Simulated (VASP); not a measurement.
A run of VASP 6.6.1:

Contents of INCAR:

```
PREC = Accurate
ENCUT = 500
EDIFF = 1E-7
ISMEAR = 0
SIGMA = 0.01
LREAL = F
LASPH = T
NELM = 120
ALGO = Normal
ISIF = 3
LWAVE = F
LCHARG = F
GGA = PE
IBRION = 2
NSW = 50
EDIFFG = -0.02
PSTRESS = 80.0
GGA_COMPAT = F
NELMIN = 4
```

KPOINTS

```
Automatic mesh
0
Gamma
  6 6 6
```

Contents of POSCAR:

```
AlP
1.0
    0.0000000000      2.7255000000      2.7255000000
    2.7255000000      0.0000000000      2.7255000000
    2.7255000000      2.7255000000      0.0000000000
Al P
1 1
Direct
    0.0000000000      0.0000000000      0.0000000000
    0.2500000000      0.2500000000      0.2500000000
```

Potentials or basis: VASP PAW PBE potentials, release 64 (Al, P).

Command:

```bash
$ cat potpaw_PBE.64/Al/POTCAR potpaw_PBE.64/P/POTCAR > POTCAR
$ mpirun -np 1 vasp_std > vasp.out
```

Hardware: 1 thread of Intel(R) Xeon(R) 6975P-C (Granite Rapids), on a shared host.

Question: How long does it take, and how much memory?

Answer: Run time: 9 s on 1 thread of Intel(R) Xeon(R) 6975P-C (Granite Rapids), on a shared host, peak memory 0.15 GiB. Counts: scf iterations 32, k points 16, ion steps 3.
